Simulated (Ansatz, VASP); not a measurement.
**One calculation of BN, two programs**

```xyz
2
Lattice="1.2511 0.7223 3.3729 -1.2511 0.7223 3.3729 0.0000 -1.4447 3.3729" Properties=species:S:1:pos:R:3 pbc="T T T"
B     0.0000    0.0000   10.1155
N     0.0000    0.0000    3.3672
```

Alike in both runs: task single point; functional LDA; k mesh 12 × 12 × 12; occupations gaussian, width 0.05 eV; no spin polarisation.

|  | VASP | Ansatz |
| --- | --- | --- |
| version | VASP 6.6.1 | Ansatz 0.2.0 |
| potentials or method | VASP PAW LDA potentials, release 64 (B, N), cutoff 600 eV | scalar-relativistic, plane waves, PAW |
| valence electrons in the cell | 8 | 8 |

VASP gave:

```
gap on the k mesh at the Fermi level (eV)                     : 4.09
least direct gap on the mesh (eV)                             : 4.55
pressure (GPa)                                                : -4.0
traceless stress, the component that is largest in VASP (GPa) : 2.79
```

Q: Estimate Ansatz's values.

A: gap on the k mesh at the Fermi level (eV): 4.11; least direct gap on the mesh (eV): 4.56; pressure (GPa): -4.2; traceless stress, the component that is largest in VASP (GPa): 3.30.

LDA's correlation is that of Perdew and Zunger in VASP and of Perdew and Wang (1992) in Ansatz.
